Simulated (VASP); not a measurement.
# Tl (P6_3/mmc) in VASP: single point with PBEsol

Aim: the single point of Tl with PBEsol.

All numbers are computed with VASP 6.6.1; they aren't measurements. Logs are shortened: lines on timing, memory, paths and dates and some standing lists are left out, and cuts for length are marked.

## 1. The cell of the first run

The structure is hexagonal, space group P6_3/mmc (No. 194). The conventional cell has a = 3.456 Å, b = 3.456 Å, c = 5.525 Å, α = 90.00°, β = 90.00°, γ = 120.00°. Within 4.5 Å of Tl (site symmetry -6m2) lie 12 Tl at 3.41 to 3.46 Å.

## 2. Single point, PBEsol

INCAR

```
SYSTEM = Tl
PREC = Accurate
ENCUT = 520
EDIFF = 1E-6
ISMEAR = 0
SIGMA = 0.15
LREAL = .FALSE.
LASPH = .TRUE.
NELM = 100
ALGO = Fast
ISIF = 2
LWAVE = .FALSE.
LCHARG = .FALSE.
GGA = PS
NBANDS = 20
```

KPOINTS

```
Automatic mesh
0
G
  18 18 10
  0 0 0
```

POSCAR

```
Tl
1.0
    3.4559983565      0.0000000000      0.0000000000
   -1.7279991783      2.9929823722      0.0000000000
    0.0000000000      0.0000000000      5.5250000000
Tl
2
Direct
    0.3333333333      0.6666666667      0.2500000000
    0.6666666667      0.3333333333      0.7500000000
```

Potentials or basis: VASP PAW PBE potentials, release 64 (Tl_d).

Run with:

```sh
> cat potpaw_PBE.64/Tl_d/POTCAR > POTCAR
> mpirun -np 1 vasp_std > vasp.out
```

OUTCAR:

```text
SYSTEM = Tl
   PREC = Accurate
   ENCUT = 520
   EDIFF = 1E-6
   ISMEAR = 0
   LREAL = .FALSE.
   LASPH = .TRUE.
   NELM = 100
   ISIF = 2
   GGA = PS

 ion  position               nearest neighbor table
   1  0.333  0.667  0.250-   2 3.41   2 3.41   2 3.41   2 3.41   2 3.41   2 3.41
   2  0.667  0.333  0.750-   1 3.41   1 3.41   1 3.41   1 3.41   1 3.41   1 3.41

  LATTYP: Found a hexagonal cell.
 ALAT       =     3.4559983565
 C/A-ratio  =     1.5986697417

  Lattice vectors:

 A1 = (   3.4559983565,   0.0000000000,   0.0000000000)
 A2 = (  -1.7279991783,   2.9929823722,   0.0000000000)
 A3 = (   0.0000000000,   0.0000000000,   5.5250000000)

Analysis of symmetry for initial positions (statically):
=====================================================================
 Subroutine PRICEL returns:
 Original cell was already a primitive cell.

 Routine SETGRP: Setting up the symmetry group for a
 hexagonal supercell.

 Subroutine GETGRP returns: Found 24 space group operations
 (whereof 12 operations were pure point group operations)
 out of a pool of 24 trial point group operations.

The static configuration has the point symmetry D_3d.
 The point group associated with its full space group is D_6h.

Analysis of symmetry for dynamics (positions and initial velocities):
=====================================================================
 Subroutine PRICEL returns:
 Original cell was already a primitive cell.

 Routine SETGRP: Setting up the symmetry group for a
 hexagonal supercell.

 Subroutine GETGRP returns: Found 24 space group operations
 (whereof 12 operations were pure point group operations)
 out of a pool of 24 trial point group operations.

The dynamic configuration has the point symmetry D_3d.
 The point group associated with its full space group is D_6h.

 Subroutine INISYM returns: Found 24 space group operations
 (whereof 12 operations are pure point group operations),
 and found     1 'primitive' translations

----------------------------------------------------------------------------------------

                                     Primitive cell

  volume of cell :      57.1492

  direct lattice vectors                    reciprocal lattice vectors
     3.455998356  0.000000000  0.000000000     0.289351989  0.167057449  0.000000000
    -1.727999178  2.992982372  0.000000000     0.000000000  0.334114898  0.000000000
     0.000000000  0.000000000  5.525000000     0.000000000  0.000000000  0.180995475

  length of vectors
     3.455998356  3.455998357  5.525000000     0.334114898  0.334114898  0.180995475
[... 75 lines left out ...]
   ISPIN  =      1    spin polarized calculation?
   LNONCOLLINEAR =      F non collinear calculations
   LSORBIT =      F    spin-orbit coupling
   LASPH  =      T    aspherical Exc in radial PAW
   ENCUT  =  520.0 eV  38.22 Ry    6.18 a.u.   6.43  6.43 10.27*2*pi/ulx,y,z
   NELM   =    100;   NELMIN=  2; NELMDL= -5     # of ELM steps
   EDIFF  = 0.1E-05   stopping-criterion for ELM
   LREAL  =      F    real-space projection
   EDIFFG = 0.1E-04   stopping-criterion for IOM
   NSW    =      0    number of steps for IOM
   IBRION =     -1    ionic relax: 0-MD 1-quasi-New 2-CG
   NFREE  =      0    steps in history (QN), initial steepest desc. (CG)
   ISIF   =      2    stress and relaxation
   ISYM   =      2    0-nonsym 1-usesym 2-fastsym
   POTIM  = 0.5000    time-step for ionic-motion
   TEBEG  =    0.0;   TEEND  =   0.0 temperature during run
   PSTRESS=    0.0 pullay stress
   NELECT =      26.0000    total number of electrons
   NUPDOWN=      -1.0000    fix difference up-down
   EMIN   =  10.00;   EMAX   =-10.00  energy-range for DOS
   EFERMI =   0.00;   METHOD = LEGACY
   ISMEAR =     0;   SIGMA  =   0.15  broadening in eV -4-tet -1-fermi 0-gaus
   EFERMI_NEDOS =   21; number of points for ismear=-14 and -15
   IALGO  =     68    algorithm
   IMIX   =      4    mixing-type and parameters
     AMIX     =   0.40;   BMIX     =  1.00
     AMIX_MAG =   1.60;   BMIX_MAG =  1.00
  volume/ion in A,a.u.               =      28.57       192.83
  Fermi-wavevector in a.u.,A,eV,Ry     =   1.259107  2.379367 21.570001  1.585350
  Thomas-Fermi vector in A             =   2.392683
   LORBIT       =      0    0 simple, 1 ext, 2 COOP (PROOUT), +10 PAW based schemes
   GGA     = PS    functional components
   LHFCALC =     F    Hartree Fock is set to
   AEXX    =    0.0000 exact exchange contribution
   IVDW    =     0    specifies the selected vdW correction
   LEPSILON=     F    determine dielectric tensor
   LRPA    =     F    only Hartree local field effects (RPA)
 non-spin polarized calculation
 RMM-DIIS sequential band-by-band and
 Gauss-broadening in eV      SIGMA  =   0.15
  energy-cutoff  :      520.00
  volume of cell :       57.15
 maximum number of plane-waves:      1570
 NGX is ok and might be reduce to    28
   NGX = 13   NGY = 13   NGZ = 21

 number of electron      26.0000004 magnetization

 Free energy of the ion-electron system (eV)
  ---------------------------------------------------
  ext. energy  EPLUGINS =         0.00000000
  ---------------------------------------------------
  free energy    TOTEN  =        -5.26776590 eV

  energy without entropy =       -5.25782458  energy(sigma->0) =       -5.26279524

 E-fermi :   6.3953     XC(G=0): -10.3702

 val. band max:        6.3899222010   @ k =   0.2778   0.1667   0.5000
 cond. band min:       6.3997855790   @ k =   0.2778   0.1111   0.0000
 fundamental gap:      0.0098633779
 Fermi energy:         6.3952623888

 k-point     1 :       0.0000    0.0000    0.0000
  band No.  band energies     occupation
      1      -5.3566      2.00000
      2      -5.1201      2.00000
      3      -5.1027      2.00000
      4      -5.1027      2.00000
      5      -5.0485      2.00000
      6      -5.0485      2.00000
[... 541 lines left out ...]
     19      15.1540      0.00000
     20      16.1369      0.00000

 [... further k-points ...]
[... 5 lines left out ...]
  --------------------------------------------------------------------------------------
  -------------------------------------------------------------------------------------
  Total        0.0162533      0.0162533     -0.0646890     -0.0000000     -0.0000000      0.0000000
  in kB        0.4556610      0.4556610     -1.8135563     -0.0000000     -0.0000000      0.0000000
  external PRESSURE =      -0.3007447 kB  Pullay stress =       0.0000000 kB

 VOLUME and BASIS-vectors are now :
 -----------------------------------------------------------------------------
  energy-cutoff  :      520.00
  volume of cell :       57.15
      direct lattice vectors                 reciprocal lattice vectors
     3.455998356  0.000000000  0.000000000     0.289351989  0.167057449  0.000000000
    -1.727999178  2.992982372  0.000000000     0.000000000  0.334114898  0.000000000
     0.000000000  0.000000000  5.525000000     0.000000000  0.000000000  0.180995475

 POSITION                                       TOTAL-FORCE (eV/Angst)
 -----------------------------------------------------------------------------------
     -0.00000      1.99532      1.38125         0.000000     -0.000000      0.000000
      1.72800      0.99766      4.14375        -0.000000      0.000000      0.000000
 -----------------------------------------------------------------------------------
    total drift:                                0.000000     -0.000000      0.000000

  FREE ENERGIE OF THE ION-ELECTRON SYSTEM (eV)
  ---------------------------------------------------
  free  energy   TOTEN  =        -5.2677658951 eV

  energy  without entropy=       -5.2578245763  energy(sigma->0) =       -5.26279524
```

stdout:

```text
POSCAR found type information on POSCAR Tl
 POSCAR found :  1 types and       2 ions
 scaLAPACK will be used
 -----------------------------------------------------------------------------
|                                                                             |
|                                                                             |
|     You enforced a specific xc type in the INCAR file but a different       |
|     I HOPE YOU KNOW WHAT YOU ARE DOING!                                     |
|                                                                             |
 -----------------------------------------------------------------------------

 LDA part: xc-table for (Slater+PW92), standard interpolation
 POSCAR, INCAR and KPOINTS ok, starting setup
 FFT: planning ... GRIDC
 FFT: planning ... GRID_SOFT
 FFT: planning ... GRID
 WAVECAR not read
 entering main loop
```

Wall time 2.3 min (1 thread of Intel Xeon Platinum 8259CL at 2.50GHz (Skylake/Cascade Lake), shared host); peak memory 0.32 GiB.

Results:

| Quantity | Value |
| --- | --- |
| Free energy | -5.2678 eV |
| Pressure | 0.0 GPa |
| Band gap on the k mesh | zero (band 13 reaches 9.88 eV, above the bottom of band 14 at 4.09 eV) |

Stress tensor (GPa, compression positive):
```
 0.05  0.00  0.00
 0.00  0.05  0.00
 0.00  0.00 -0.18
```

Levels at points of the mesh, in eV from the Fermi level:
```tsv
k point	band 11	band 12	band 13	band 14	band 15	band 16
(0.00, 0.00, 0.00)	-10.08	-5.12	-2.88	7.97	7.97	10.05
(0.50, 0.00, 0.00)	-5.80	-4.71	-0.72	0.48	1.32	3.78
(0.00, 0.00, 0.50)	-8.64	-8.64	3.34	3.34	8.95	8.95
(0.50, 0.00, 0.50)	-4.73	-4.73	-2.31	-2.31	5.54	5.54
```

Caveat: the PAW data sets were made with another functional, which shifts forces and pressure a little; spin-orbit coupling is left out, which moves the levels of the heavy elements.
